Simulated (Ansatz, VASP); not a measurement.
CdTe: VASP beside Ansatz

```
Cd Te
1.0
     0.00000    3.30869    3.30869
     3.30869    0.00000    3.30869
     3.30869    3.30869    0.00000
Cd Te
1 1
Direct
  0.00000 0.00000 0.00000
  0.25000 0.25000 0.25000
```

Alike in both runs: task electric field gradients; functional PBE; k mesh 11 × 11 × 11; occupations fermi-dirac, width 0.05 eV; no spin polarisation.

|  | VASP | Ansatz |
| --- | --- | --- |
| version | VASP 6.6.1 | Ansatz 0.2.0 |
| potentials or method | VASP PAW PBE potentials, release 64 (Cd, Te) | PAW with Ansatz's default frozen-core files, scalar-relativistic |
| plane-wave cutoff (eV) | 520 | 420 |
| valence electrons in the cell | 18 | 36 |

|  | VASP | Ansatz | Ansatz less VASP |
| --- | --- | --- | --- |
| pressure (GPa) | 0.1 | 0.0 | -0.10 |

The functional is the same, so the differences come from potentials, cutoffs and numerics. VASP's potentials hold 18 valence electrons a cell and Ansatz's 36, so a difference there can come from the potentials and not from the codes.

Spin-orbit coupling is off throughout.
